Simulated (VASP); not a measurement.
GaAs: electric field gradients with PBE

GaAs:

```
CELL_PARAMETERS angstrom
0.00000 2.69589 2.69589
2.69589 0.00000 2.69589
2.69589 2.69589 0.00000
ATOMIC_POSITIONS crystal
Ga 0.00000 0.00000 0.00000
As 0.50000 0.50000 0.50000
```

| Item | Value |
| --- | --- |
| Program | VASP 6.6.1 |
| Task | electric field gradients |
| Functional | PBE |
| Potentials or basis | VASP PAW PBE potentials, release 64 (Ga_d, As) |
| Cutoff | 520 eV |
| k mesh | 9 × 9 × 9 |
| Occupations | fermi-dirac, width 0.05 eV |
| Spin | no spin polarisation |
| Dipole correction | no |
| Further INCAR settings | ALGO = Normal; EDIFF = 1e-08; NBANDS = 16 |

```
Pressure               : 0.2 GPa
Band gap on the k mesh : zero (band 9 reaches 5.78 eV, above the bottom of band 10 at 2.76 eV)
```

Levels at points of the mesh, in eV from the Fermi level:
| k point | band 5 | band 6 | band 7 | band 8 | band 9 | band 10 | band 11 | band 12 | band 13 | band 14 |
| --- | --- | --- | --- | --- | --- | --- | --- | --- | --- | --- |
| (0.00, 0.00, 0.00) | -14.74 | -13.08 | -0.12 | 0.05 | 0.05 | 0.05 | 7.32 | 7.32 | 7.32 | 7.60 |

It took 10 s on 1 thread of Intel(R) Xeon(R) 6975P-C (Granite Rapids), on a shared host, peak memory 0.16 GiB.

Caveat: without QUAD_EFG the Cq values of the log hold for a quadrupole moment of 1 mb, not for the nuclei.
